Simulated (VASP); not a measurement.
Crystal: SnO.

```
Sn O
1.0
     3.88849    0.00000    0.00000
     0.00000    3.88849    0.00000
     0.00000    0.00000    4.98276
Sn O
2 2
Direct
  0.50000 0.00000 0.76463
  0.00000 0.50000 0.23537
  0.00000 0.00000 0.00000
  0.50000 0.50000 0.00000
```

Base run:

* Program: VASP 6.6.1
* Functional: r2SCAN
* Potentials or basis: VASP PAW PBE potentials, release 64 (Sn_d, O)
* Cutoff: 520 eV
* k mesh: 7 × 7 × 6
* Occupations: fermi-dirac, width 0.05 eV
* Spin: no spin polarisation

Its results: band gap on the k mesh 0.73 eV, indirect (least direct gap 2.31 eV); pressure -4.9 GPa; largest force 0.760 eV/Å.

Question: After a change of settings the same cell gave: band gap on the k mesh 0.56 eV, indirect (least direct gap 1.92 eV); pressure -5.1 GPa; largest force 0.591 eV/Å. Which change was it?
A. functional from r2SCAN to PBEsol
B. functional from r2SCAN to SVWN5; further incar settings from ALGO = Normal; EDIFF = 1e-06; NBANDS = 28 to ALGO = Normal; EDIFF = 1e-07; NBANDS = 28
C. functional from r2SCAN to PBE; dispersion from none to D3(BJ)
D. functional from r2SCAN to BLYP

Answer: A.

r2SCAN gives the wider gap, since meta-GGAs in the generalised Kohn-Sham scheme recover part of the derivative discontinuity.

Caveats: the PAW data sets were made with another functional, which shifts forces and pressure a little; spin-orbit coupling is left out, which moves the levels of the heavy elements.
